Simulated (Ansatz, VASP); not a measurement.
## One calculation of TiC, two programs

```xyz
8
Lattice="3.1444 0.0000 0.0000 -1.5722 2.7231 0.0000 0.0000 0.0000 10.3613" Properties=species:S:1:pos:R:3 pbc="T T T"
Ti    1.5722    0.9077    7.7710
Ti    0.0000    0.0000    0.0000
Ti    0.0000    1.8154    2.5903
Ti    0.0000    0.0000    5.1806
C     0.0000    1.8154    9.0661
C     1.5722    0.9077    1.2952
C     1.5722    0.9077    3.8855
C     0.0000    1.8154    6.4758
```

Alike in both runs: task relaxation of cell and atoms; functional PBE; k mesh 6 × 6 × 2; occupations gaussian, width 0.1 eV; no spin polarisation.

|  | VASP | Ansatz |
| --- | --- | --- |
| version | VASP 6.6.1 | Ansatz 0.2.0 |
| potentials or method | VASP PAW PBE potentials, release 64 (Ti_sv, C), cutoff 600 eV | scalar-relativistic, plane waves, PAW |
| valence electrons in the cell | 64 | 64 |

Ansatz gave:

```
gap on the k mesh at the Fermi level, each at its own relaxed structure (eV) : none
relaxed volume (Å³/atom)                                                     : 10.20
relaxed cell length with the largest relative difference (Å)                 : 9.877
```

**Question.** What did VASP give for the same quantities?

**Answer.** gap on the k mesh at the Fermi level, each at its own relaxed structure (eV): none; relaxed volume (Å³/atom): 10.19; relaxed cell length with the largest relative difference (Å): 9.880.

A gap of «none» marks a metal or a gap that the smearing closes.

The k mesh is coarse, so the values compare programs but aren't converged.
